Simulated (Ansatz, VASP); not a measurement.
## Bi2S2O: VASP beside Ansatz

```xyz
10
Lattice="3.9050 0.0000 0.0000 0.0000 3.9050 0.0000 0.0000 0.0000 13.7052" Properties=species:S:1:pos:R:3 pbc="T T T"
Bi    0.0000    1.9525   11.9032
Bi    1.9525    0.0000    1.8021
Bi    1.9525    0.0000    8.1035
Bi    0.0000    1.9525    5.6017
S     1.9525    0.0000   12.2610
S     0.0000    1.9525    1.4442
S     0.0000    1.9525    9.4046
S     1.9525    0.0000    4.3007
O     0.0000    0.0000    6.8526
O     1.9525    1.9525    6.8526
```

Alike in both runs: functional LDA; k mesh 5 × 5 × 2; occupations gaussian, width 0.02 eV; no spin polarisation.

Ansatz relaxed the structure, and its values are those at the end. VASP's run is a single point on that final structure, the one shown.

```csv
,VASP,Ansatz
version,VASP 6.6.1,Ansatz 0.2.0
potentials or method,"VASP PAW LDA potentials, release 64 (Bi_d, S, O)","plane waves, PAW"
plane-wave cutoff (eV),520,420
valence electrons in the cell,96,96
```

Ansatz gave:

```
pressure (GPa)                     : 0.0
rms of the force components (eV/Å) : 0.000
```

Question: What did VASP give for the same quantities?

Answer: Pressure (GPa): 0.2; rms of the force components (eV/Å): 0.020.

LDA's correlation is that of Perdew and Zunger in VASP and of Perdew and Wang (1992) in Ansatz.

Spin-orbit coupling is off throughout.
